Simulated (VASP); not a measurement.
Here is a VASP 6.6.1 calculation.

The input INCAR:

```
SYSTEM = CdF2
PREC = Accurate
ENCUT = 520
EDIFF = 1E-7
ISMEAR = 0
SIGMA = 0.01
LREAL = .FALSE.
LASPH = .TRUE.
NELM = 100
ALGO = Normal
ISIF = 2
LWAVE = .FALSE.
LCHARG = .FALSE.
GGA = PE
NBANDS = 20
```

The input KPOINTS:

```
regular mesh
0
G
  6 6 6
  0 0 0
```

Contents of POSCAR:

```
CdF2
1.0
    0.0000000000      2.6844771254      2.6844771254
    2.6844771254      0.0000000000      2.6844771254
    2.6844771254      2.6844771254      0.0000000000
Cd F
1 2
Direct
    0.0000000000      0.0000000000      0.0000000000
    0.2500000000      0.2500000000      0.2500000000
    0.7500000000      0.7500000000      0.7500000000
```

Potentials or basis: VASP PAW PBE potentials, release 64 (Cd, F).

Run with:

```console
$ cat potpaw_PBE.64/Cd/POTCAR potpaw_PBE.64/F/POTCAR > POTCAR
$ mpirun -np 1 vasp_std > vasp.out
```

Problem. Predict the pressure.

Solution. 7.5 GPa.

Problem. What does it give for the band gap on the k mesh?

Solution. 3.13 eV, indirect (least direct gap 3.59 eV).

 A k mesh can miss the band edges.
